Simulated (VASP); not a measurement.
# Nb3W (Pm-3m) in VASP: further runs

Nb3W is run at these levels: PBE; tasks: single point, relaxation of cell and atoms.

All numbers are computed with VASP 6.6.1; they aren't measurements. Logs are shortened: lines on timing, memory, paths and dates and some standing lists are left out, and cuts for length are marked.

## (1) The cell of the first run

Symmetry: Pm-3m, No. 221, cubic system. The conventional cell has a = 4.165 Å, b = 4.165 Å, c = 4.165 Å, α = 90.00°, β = 90.00°, γ = 90.00°. Nb (site symmetry 4/mmm) has 8 Nb at 2.94 Å and 4 W at 2.94 Å within 3.9 Å. W (site symmetry m-3m) has 12 Nb at 2.94 Å within 3.9 Å.

## (2) Single point, PBE

INCAR reads:

```
SYSTEM = Nb3W
PREC = Accurate ; ENCUT = 520
EDIFF = 1E-6 ; ISMEAR = 0
SIGMA = 0.1 ; LREAL = .False.
LASPH = .True. ; NELM = 80
ALGO = Fast ; ISIF = 2
LWAVE = .False. ; LCHARG = .True.
GGA = PE ; LELF = .True.
LVHAR = .True. ; NBANDS = 34
```

KPOINTS reads:

```
regular mesh
0
Gamma
  4 4 4
  0 0 0
```

POSCAR reads:

```
Nb3W
1.0
    4.1645041250      0.0000000000      0.0000000000
    0.0000000000      4.1645041250      0.0000000000
    0.0000000000      0.0000000000      4.1645041250
Nb W
3 1
Direct
    0.0000000000      0.5000000000      0.5000000000
    0.5000000000      0.0000000000      0.5000000000
    0.5000000000      0.5000000000      0.0000000000
    0.0000000000      0.0000000000      0.0000000000
```

Potentials or basis: VASP PAW PBE potentials, release 64 (Nb_sv, W_sv).

On the command line:

```console
$ cat potpaw_PBE.64/Nb_sv/POTCAR potpaw_PBE.64/W_sv/POTCAR > POTCAR
$ mpirun -np 1 vasp_std > vasp.out
```

OUTCAR:

```text
SYSTEM = Nb3W
   PREC = Accurate
   ENCUT = 520
   EDIFF = 1E-6
   ISMEAR = 0
   LREAL = .False.
   LASPH = .True.
   NELM = 80
   ISIF = 2
   GGA = PE

 ion  position               nearest neighbor table
   1  0.000  0.500  0.500-   2 2.94   3 2.94   4 2.94   3 2.94   4 2.94   2 2.94   4 2.94   4 2.94
                             2 2.94   3 2.94   3 2.94   2 2.94
   2  0.500  0.000  0.500-   1 2.94   3 2.94   4 2.94   3 2.94   4 2.94   1 2.94   3 2.94   3 2.94
                             1 2.94   4 2.94   4 2.94   1 2.94
   3  0.500  0.500  0.000-   1 2.94   2 2.94   4 2.94   1 2.94   2 2.94   2 2.94   4 2.94   2 2.94
                             1 2.94   4 2.94   1 2.94   4 2.94
   4  0.000  0.000  0.000-   1 2.94   2 2.94   3 2.94   1 2.94   2 2.94   1 2.94   3 2.94   1 2.94
                             2 2.94   3 2.94   2 2.94   3 2.94

  LATTYP: Found a simple cubic cell.
 ALAT       =     4.1645041250

  Lattice vectors:

 A1 = (   4.1645041250,   0.0000000000,   0.0000000000)
 A2 = (   0.0000000000,   4.1645041250,   0.0000000000)
 A3 = (   0.0000000000,   0.0000000000,   4.1645041250)

Analysis of symmetry for initial positions (statically):
=====================================================================
 Subroutine PRICEL returns:
 Original cell was already a primitive cell.

 Routine SETGRP: Setting up the symmetry group for a
 simple cubic supercell.

 Subroutine GETGRP returns: Found 48 space group operations
 (whereof 48 operations were pure point group operations)
 out of a pool of 48 trial point group operations.

The static configuration has the point symmetry O_h .

Analysis of symmetry for dynamics (positions and initial velocities):
=====================================================================
 Subroutine PRICEL returns:
 Original cell was already a primitive cell.

 Routine SETGRP: Setting up the symmetry group for a
 simple cubic supercell.

 Subroutine GETGRP returns: Found 48 space group operations
 (whereof 48 operations were pure point group operations)
 out of a pool of 48 trial point group operations.

The dynamic configuration has the point symmetry O_h .

 Subroutine INISYM returns: Found 48 space group operations
 (whereof 48 operations are pure point group operations),
 and found     1 'primitive' translations

----------------------------------------------------------------------------------------

                                     Primitive cell

  volume of cell :      72.2254

  direct lattice vectors                    reciprocal lattice vectors
     4.164504125  0.000000000  0.000000000     0.240124627  0.000000000  0.000000000
     0.000000000  4.164504125  0.000000000     0.000000000  0.240124627  0.000000000
     0.000000000  0.000000000  4.164504125     0.000000000  0.000000000  0.240124627

  length of vectors
     4.164504125  4.164504125  4.164504125     0.240124627  0.240124627  0.240124627

  position of ions in fractional coordinates (direct lattice)
     0.000000000  0.500000000  0.500000000
     0.500000000  0.000000000  0.500000000
     0.500000000  0.500000000  0.000000000
     0.000000000  0.000000000  0.000000000

  ion indices of the primitive-cell ions
   primitive index   ion index
                 1           1
                 2           2
                 3           3
                 4           4

----------------------------------------------------------------------------------------

 KPOINTS: regular mesh

Automatic generation of k-mesh.
 Grid dimensions read from file:
 generate k-points for:    4    4    4

 Generating k-lattice:

  Cartesian coordinates                     Fractional coordinates (reciprocal lattice)
     0.060031157  0.000000000  0.000000000     0.250000000  0.000000000  0.000000000
     0.000000000  0.060031157  0.000000000     0.000000000  0.250000000  0.000000000
     0.000000000  0.000000000  0.060031157     0.000000000  0.000000000  0.250000000

  Length of vectors
     0.060031157  0.060031157  0.060031157

  Shift w.r.t. Gamma in fractional coordinates (k-lattice)
     0.000000000  0.000000000  0.000000000

 Subroutine IBZKPT returns following result:
 ===========================================

 Found     10 irreducible k-points:

 Following reciprocal coordinates:
            Coordinates               Weight
  0.000000  0.000000  0.000000      1.000000
  0.250000  0.000000  0.000000      6.000000
  0.500000  0.000000  0.000000      3.000000
  0.250000  0.250000  0.000000     12.000000
  0.500000  0.250000  0.000000     12.000000
  0.500000  0.500000  0.000000      3.000000
  0.250000  0.250000  0.250000      8.000000
  0.500000  0.250000  0.250000     12.000000
  0.500000  0.500000  0.250000      6.000000
  0.500000  0.500000  0.500000      1.000000
   k-points           NKPTS =     10   k-points in BZ     NKDIM =     10   number of bands    NBANDS=     34
   number of dos      NEDOS =    301   number of ions     NIONS =      4
   total plane-waves  NPLWV =  32768
   dimension x,y,z NGX =    32 NGY =   32 NGZ =   32
   dimension x,y,z NGXF=    64 NGYF=   64 NGZF=   64
   ions per type =               3   1
   NGX,Y,Z   is equivalent  to a cutoff of  12.77, 12.77, 12.77 a.u.
   NGXF,Y,Z  is equivalent  to a cutoff of  25.55, 25.55, 25.55 a.u.
 SYSTEM =  Nb3W
   PREC   = accura    normal or accurate (medium, high low for compatibility)
   ISTART =      0    job   : 0-new  1-cont  2-samecut
   ICHARG =      2    charge: 1-file 2-atom 10-const
   ISPIN  =      1    spin polarized calculation?
   LNONCOLLINEAR =      F non collinear calculations
   LSORBIT =      F    spin-orbit coupling
   LASPH  =      T    aspherical Exc in radial PAW
   ENCUT  =  520.0 eV  38.22 Ry    6.18 a.u.   7.74  7.74  7.74*2*pi/ulx,y,z
   NELM   =     80;   NELMIN=  2; NELMDL= -5     # of ELM steps
   EDIFF  = 0.1E-05   stopping-criterion for ELM
   LREAL  =      F    real-space projection
   EDIFFG = 0.1E-04   stopping-criterion for IOM
   NSW    =      0    number of steps for IOM
   IBRION =     -1    ionic relax: 0-MD 1-quasi-New 2-CG
   NFREE  =      0    steps in history (QN), initial steepest desc. (CG)
   ISIF   =      2    stress and relaxation
   ISYM   =      2    0-nonsym 1-usesym 2-fastsym
   POTIM  = 0.5000    time-step for ionic-motion
   TEBEG  =    0.0;   TEEND  =   0.0 temperature during run
   PSTRESS=    0.0 pullay stress
   NELECT =      53.0000    total number of electrons
   NUPDOWN=      -1.0000    fix difference up-down
   EMIN   =  10.00;   EMAX   =-10.00  energy-range for DOS
   EFERMI =   0.00;   METHOD = LEGACY
   ISMEAR =     0;   SIGMA  =   0.10  broadening in eV -4-tet -1-fermi 0-gaus
   EFERMI_NEDOS =   21; number of points for ismear=-14 and -15
   IALGO  =     68    algorithm
   IMIX   =      4    mixing-type and parameters
     AMIX     =   0.40;   BMIX     =  1.00
     AMIX_MAG =   1.60;   BMIX_MAG =  1.00
  volume/ion in A,a.u.               =      18.06       121.85
  Fermi-wavevector in a.u.,A,eV,Ry     =   1.476625  2.790416 29.666426  2.180421
  Thomas-Fermi vector in A             =   2.591129
   LORBIT       =      0    0 simple, 1 ext, 2 COOP (PROOUT), +10 PAW based schemes
   GGA     = PE    functional components
   LHFCALC =     F    Hartree Fock is set to
   AEXX    =    0.0000 exact exchange contribution
   IVDW    =     0    specifies the selected vdW correction
   LEPSILON=     F    determine dielectric tensor
   LRPA    =     F    only Hartree local field effects (RPA)
 non-spin polarized calculation
 RMM-DIIS sequential band-by-band and
 Gauss-broadening in eV      SIGMA  =   0.10
  energy-cutoff  :      520.00
  volume of cell :       72.23
 maximum number of plane-waves:      1956
 NGX is ok and might be reduce to    32
   NGX = 15   NGY = 15   NGZ = 15

 number of electron      53.0000007 magnetization

 Free energy of the ion-electron system (eV)
  ---------------------------------------------------
  ext. energy  EPLUGINS =         0.00000000
  ---------------------------------------------------
  free energy    TOTEN  =       -41.96625532 eV

  energy without entropy =      -41.93563055  energy(sigma->0) =      -41.95094294

 E-fermi :  10.8951     XC(G=0): -12.5950

 val. band max:       10.8818977079   @ k =   0.0000   0.0000   0.0000
 cond. band min:      10.9422771695   @ k =   0.5000   0.5000   0.2500
 fundamental gap:      0.0603794617
 Fermi energy:        10.8950919281

 k-point     1 :       0.0000    0.0000    0.0000
  band No.  band energies     occupation
      1     -62.7312      2.00000
      2     -43.7702      2.00000
      3     -43.5456      2.00000
      4     -43.5456      2.00000
      5     -26.9302      2.00000
      6     -26.9302      2.00000
[... 26 lines left out ...]
     33      15.9938      0.00000
     34      16.2563      0.00000

 k-point     2 :       0.2500    0.0000    0.0000
  band No.  band energies     occupation
      1     -62.7311      2.00000
      2     -43.7421      2.00000
      3     -43.5745      2.00000
      4     -43.5452      2.00000
      5     -26.9274      2.00000
      6     -26.9273      2.00000
[... 26 lines left out ...]
     33      14.4414      0.00000
     34      14.8614      0.00000

 k-point     3 :       0.5000    0.0000    0.0000
  band No.  band energies     occupation
      1     -62.7310      2.00000
      2     -43.6967      2.00000
      3     -43.6207      2.00000
      4     -43.5448      2.00000
      5     -26.9247      2.00000
      6     -26.9244      2.00000
[... 26 lines left out ...]
     33      12.8893      0.00000
     34      12.9499      0.00000
[... 186 lines left out ...]
 k-point     9 :       0.5000    0.5000    0.2500
  band No.  band energies     occupation
      1     -62.7308      2.00000
      2     -43.6197      2.00000
      3     -43.6197      2.00000
      4     -43.6197      2.00000
      5     -26.9390      2.00000
      6     -26.9390      2.00000
[... 26 lines left out ...]
     33      14.7066      0.00000
     34      14.7453      0.00000

 k-point    10 :       0.5000    0.5000    0.5000
  band No.  band energies     occupation
      1     -62.7308      2.00000
      2     -43.6191      2.00000
      3     -43.6191      2.00000
      4     -43.6191      2.00000
      5     -26.9442      2.00000
      6     -26.9442      2.00000
[... 26 lines left out ...]
     33      15.6857      0.00000
     34      15.7175      0.00000

------------------------ aborting loop because EDIFF is reached ----------------------------------------

  FORCE on cell =-STRESS in cart. coord.  units (eV):
  Direction    XX          YY          ZZ          XY          YZ          ZX
  --------------------------------------------------------------------------------------
  -------------------------------------------------------------------------------------
  Total        0.0654242      0.0654242      0.0654242      0.0000000      0.0000000     -0.0000000
  in kB        1.4513067      1.4513067      1.4513067      0.0000000      0.0000000     -0.0000000
  external PRESSURE =       1.4513067 kB  Pullay stress =       0.0000000 kB

 VOLUME and BASIS-vectors are now :
 -----------------------------------------------------------------------------
  energy-cutoff  :      520.00
  volume of cell :       72.23
      direct lattice vectors                 reciprocal lattice vectors
     4.164504125  0.000000000  0.000000000     0.240124627  0.000000000  0.000000000
     0.000000000  4.164504125  0.000000000     0.000000000  0.240124627  0.000000000
     0.000000000  0.000000000  4.164504125     0.000000000  0.000000000  0.240124627

 POSITION                                       TOTAL-FORCE (eV/Angst)
 -----------------------------------------------------------------------------------
      0.00000      2.08225      2.08225         0.000000      0.000000      0.000000
      2.08225      0.00000      2.08225         0.000000      0.000000      0.000000
      2.08225      2.08225      0.00000         0.000000      0.000000      0.000000
      0.00000      0.00000      0.00000         0.000000      0.000000      0.000000
 -----------------------------------------------------------------------------------
    total drift:                                0.000000     -0.000000     -0.000000

  FREE ENERGIE OF THE ION-ELECTRON SYSTEM (eV)
  ---------------------------------------------------
  free  energy   TOTEN  =       -41.9662553211 eV

  energy  without entropy=      -41.9356305530  energy(sigma->0) =      -41.95094294
```

It took 77 s on 1 thread of Intel Xeon 8259CL, shared host; peak memory 0.18 GiB.

What came out:

| Quantity | Value |
| --- | --- |
| Free energy | -41.9663 eV |
| Pressure | 0.1 GPa |

Caveat: the k points lie up to 0.38 Å⁻¹ apart; spin-orbit coupling is left out, which moves the levels of the heavy elements.

## (3) Relaxation of cell and atoms, PBE

This run uses another cell than the first one, of 15.54 Å³/atom, 0.861 times its volume.

INCAR reads:

```
  PREC = Accurate
  ENCUT = 600
  EDIFF = 1E-7
  ISMEAR = 0
  SIGMA = 0.1
  LREAL = F
  LASPH = T
  NELM = 100
  ALGO = Normal
  ISIF = 3
  LWAVE = F
  LCHARG = F
  GGA = PE
  IBRION = 2
  NSW = 90
  EDIFFG = -0.04
```

KPOINTS reads:

```
regular mesh
0
Gamma
  4 4 4
```

POSCAR reads:

```
Nb3W
1.0
    3.9613258784      0.0000000000      0.0000000000
    0.0000000000      3.9613258784      0.0000000000
    0.0000000000      0.0000000000      3.9613258784
Nb W
3 1
Direct
    0.0000000000      0.5000000000      0.5000000000
    0.5000000000      0.0000000000      0.5000000000
    0.5000000000      0.5000000000      0.0000000000
    0.0000000000      0.0000000000      0.0000000000
```

Potentials or basis: VASP PAW PBE potentials, release 64 (Nb_sv, W_sv).

On the command line:

```console
$ cat potpaw_PBE.64/Nb_sv/POTCAR potpaw_PBE.64/W_sv/POTCAR > POTCAR
$ mpirun -np 1 vasp_std > vasp.out
```

Wall time 4.8 min (1 thread of Intel Xeon 8259CL, shared host); peak memory 0.2 GiB.

Results (log left out):

- Free energy: -41.9611 eV
- Relaxed volume: 18.07 Å³/atom
- Relaxed cell: a = 4.166 Å, b = 4.166 Å, c = 4.166 Å, α = 90.00°, β = 90.00°, γ = 90.00°
- Space group after relaxing (to 0.05 Å): Pm-3m (No. 221)
- Energy gained by relaxing: 268.0 meV/atom
- Ionic steps: 5
- Pressure after relaxing: 0.0 GPa

Step by step:
```csv
step,energy change (eV),largest force (eV/Å),pressure (GPa),volume (Å³)
1,0.0000,0.0000,38.69,62.16
2,3.0514,0.0000,-32.69,102.41
3,-1.0580,0.0000,-3.32,73.63
4,-1.0716,0.0000,-0.58,72.52
5,-1.0721,0.0000,0.00,72.29
```

Final structure:
```xyz
4
Lattice="4.1657 0.0000 0.0000 0.0000 4.1657 0.0000 0.0000 0.0000 4.1657" Properties=species:S:1:pos:R:3 pbc="T T T"
Nb    0.0000    2.0829    2.0829
Nb    2.0829    0.0000    2.0829
Nb    2.0829    2.0829    0.0000
W     0.0000    0.0000    0.0000
```

Levels at points of the mesh, in eV from the Fermi level:
```csv
k point,band 24,band 25,band 26,band 27,band 28,band 29
"(0.00, 0.00, 0.00)",-0.01,-0.01,-0.01,2.71,2.71,3.52
"(0.50, 0.00, 0.00)",-1.34,-1.25,-1.25,0.22,0.69,1.66
"(0.50, 0.50, 0.00)",-1.36,-1.18,-1.13,-1.06,-1.06,0.84
"(0.50, 0.50, 0.50)",-0.24,-0.24,-0.04,-0.04,-0.04,1.18
```

Caveat: the k points lie up to 0.38 Å⁻¹ apart in the final cell; the volume moved by over 15 % at a fixed basis, so the end points are rough; spin-orbit coupling is left out, which moves the levels of the heavy elements.
